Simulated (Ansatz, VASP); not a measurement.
## Ge3Te2Pt: VASP beside Ansatz

INCAR

```
SYSTEM = Ge3Te2Pt
PREC = Accurate
ENCUT = 600
EDIFF = 1E-7
ISMEAR = 0
SIGMA = 0.1
LREAL = .False.
LASPH = .True.
NELM = 60
ALGO = Normal
ISIF = 3
LWAVE = .False.
LCHARG = .False.
GGA = PE
IBRION = 2
NSW = 90
EDIFFG = -0.04
```

The input KPOINTS:

```
regular mesh
0
Gamma
  6 6 2
  0 0 0
```

Contents of POSCAR:

```
Ge3Te2Pt
1.0
    3.6632596200      0.0000000000      0.0000000000
    0.0000000000      3.6632596200      0.0000000000
    0.0000000000      0.0000000000     12.2455718100
Ge Te Pt
3 2 1
Direct
    0.0000000000      0.0000000000      0.0000000000
    0.0000000000      0.0000000000      0.7145522800
    0.0000000000      0.0000000000      0.2854477200
    0.5000000000      0.5000000000      0.8473602500
    0.5000000000      0.5000000000      0.1526397500
    0.5000000000      0.5000000000      0.5000000000
```

Input for Ansatz:

```yaml
crystal:
  lattice:
    - [3.66325962, 0.0, 0.0]
    - [0.0, 3.66325962, 0.0]
    - [0.0, 0.0, 12.24557181]
  atoms:
    - { symbol: Ge, position: [0.0, 0.0, 0.0] }
    - { symbol: Ge, position: [0.0, 0.0, 0.71455228] }
    - { symbol: Ge, position: [0.0, 0.0, 0.28544772] }
    - { symbol: Te, position: [0.5, 0.5, 0.84736025] }
    - { symbol: Te, position: [0.5, 0.5, 0.15263975] }
    - { symbol: Pt, position: [0.5, 0.5, 0.5] }
basis:
  ecutwfc: 420
kpoints:
  mp_grid: { grid: [6, 6, 2] }
hamiltonian:
  xc: pbe
scf:
  occupations: { method: gaussian, width: 0.1 }
  lower_state_search: "off"
output:
  forces: true
  stress: true
  eigenvalues: true
relax:
  adjacent_minimum: "off"
  f_tol: 0.04
  max_steps: 70
  cell: { stress_tol: 0.4 }
```

Change from the starting cell: species swapped into the MgSc3Ru2 type (P4/mmm, No. 123).

Alike in both runs: task relaxation of cell and atoms; functional PBE; k mesh 6 × 6 × 2; occupations gaussian, width 0.1 eV; no spin polarisation.

|  | VASP | Ansatz |
| --- | --- | --- |
| version | VASP 6.6.1 | Ansatz 0.2.0 |
| potentials or method | VASP PAW PBE potentials, release 64 (Ge_d, Te, Pt), cutoff 600 eV | scalar-relativistic, plane waves, PAW |
| valence electrons in the cell | 64 | 92 |

Ansatz gave:

```
gap on the k mesh at the Fermi level, each at its own relaxed structure (eV)  : none
relaxed volume (Å³/atom)                                                      : 22.00
relaxed length of the cell vector where the two differ most in proportion (Å) : 3.403
```

Task: What did VASP give for the same quantities?

Result: gap on the k mesh at the Fermi level, each at its own relaxed structure (eV): none; relaxed volume (Å³/atom): 22.08; relaxed length of the cell vector where the two differ most in proportion (Å): 3.411.

A gap of «none» marks a metal or a gap that the smearing closes. VASP's potentials hold 64 valence electrons a cell and Ansatz's 92, so a difference there can come from the potentials and not from the codes.

Spin-orbit coupling is off throughout. Noted on VASP's run: the volume moved by over 15 % at a fixed basis, so the end points are rough.
